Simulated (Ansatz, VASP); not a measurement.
# Two plane-wave programs on GaP

```xyz
2
Lattice="0.0000 2.7252 2.9433 2.7252 0.0000 2.9433 2.7252 2.7252 0.0000" Properties=species:S:1:pos:R:3 pbc="T T T"
Ga    0.0000    0.0000    0.0000
P     4.0879    4.0879    4.4149
```

Change from the starting cell: strain +0.000 along x and y, +0.080 along z, atoms carried along.

Alike in both runs: task single point; functional PBE; k mesh 8 × 8 × 8; occupations gaussian, width 0.05 eV; no spin polarisation.

```csv
,VASP,Ansatz
version,VASP 6.6.1,Ansatz 0.2.0
potentials or method,"VASP PAW PBE potentials, release 64 (Ga_d, P), cutoff 520 eV","scalar-relativistic, plane waves, PAW"
valence electrons in the cell,18,18
```

Ansatz gave:

* gap on the k mesh at the Fermi level (eV): 1.00
* least direct gap on the mesh (eV): 1.00
* pressure (GPa): -3.3
* traceless stress, the component that is largest in VASP (GPa): -4.14

Q: What did VASP give for the same quantities?

A: gap on the k mesh at the Fermi level (eV): 0.99; least direct gap on the mesh (eV): 0.99; pressure (GPa): -3.3; traceless stress, the component that is largest in VASP (GPa): -4.14.

The functional is the same, so the differences come from potentials, cutoffs and numerics.
